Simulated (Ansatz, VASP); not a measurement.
# Si2Ni: VASP beside Ansatz

```
CELL_PARAMETERS angstrom
0.00000 2.72339 2.72339
2.72339 0.00000 2.72339
2.72339 2.72339 0.00000
ATOMIC_POSITIONS crystal
Si 0.25000 0.25000 0.25000
Si 0.75000 0.75000 0.75000
Ni 0.00000 0.00000 0.00000
```

Alike in both runs: functional PBE; k mesh 14 × 14 × 14; occupations gaussian, width 0.1 eV; no spin polarisation.

Ansatz relaxed the structure, and its values are those at the end. VASP's run is a single point on that final structure, the one shown.

```csv
,VASP,Ansatz
version,VASP 6.6.1,Ansatz 0.2.0
potentials or method,"VASP PAW PBE potentials, release 64 (Si, Ni), cutoff 520 eV","scalar-relativistic, plane waves, PAW"
valence electrons in the cell,18,26
```

```csv
,VASP,Ansatz,Ansatz less VASP
gap on the k mesh at the Fermi level (eV),none,none,-
pressure (GPa),-0.1,0.0,+0.15
```

A gap of «none» marks a metal or a gap that the smearing closes. With one functional, cell and mesh, what is left measures potentials, basis and numerics. VASP's potentials hold 18 valence electrons a cell and Ansatz's 26, so a difference there can come from the potentials and not from the codes.
